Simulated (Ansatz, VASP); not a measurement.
# BN in VASP and in Ansatz

```
B N
1.0
     2.55394    0.00000    0.00000
    -1.27697    2.21178    0.00000
     0.00000    0.00000    4.39593
B N
2 2
Direct
  0.66667 0.33333 0.99972
  0.33333 0.66667 0.49972
  0.66667 0.33333 0.62528
  0.33333 0.66667 0.12528
```

Change from the starting cell: strain +0.000 along x and y, +0.040 along z, atoms carried along.

Alike in both runs: task single point; functional PBE; k mesh 12 × 12 × 6; occupations gaussian, width 0.05 eV; no spin polarisation.

|  | VASP | Ansatz |
| --- | --- | --- |
| version | VASP 6.6.1 | Ansatz 0.2.0 |
| potentials or method | VASP PAW PBE potentials, release 64 (B, N), cutoff 520 eV | scalar-relativistic, plane waves, PAW |
| valence electrons in the cell | 16 | 16 |

Ansatz gave:

```
gap on the k mesh at the Fermi level (eV)                     : 5.13
least direct gap on the mesh (eV)                             : 7.02
pressure (GPa)                                                : -13.0
traceless stress, the component that is largest in VASP (GPa) : -22.37
rms of the force components (eV/Å)                            : 0.100
```

Q: What did VASP give for the same quantities?

A: gap on the k mesh at the Fermi level (eV): 5.12; least direct gap on the mesh (eV): 7.02; pressure (GPa): -12.8; traceless stress, the component that is largest in VASP (GPa): -22.55; rms of the force components (eV/Å): 0.094.

Atom by atom the forces differ by 0.006 eV/Å (rms over components).
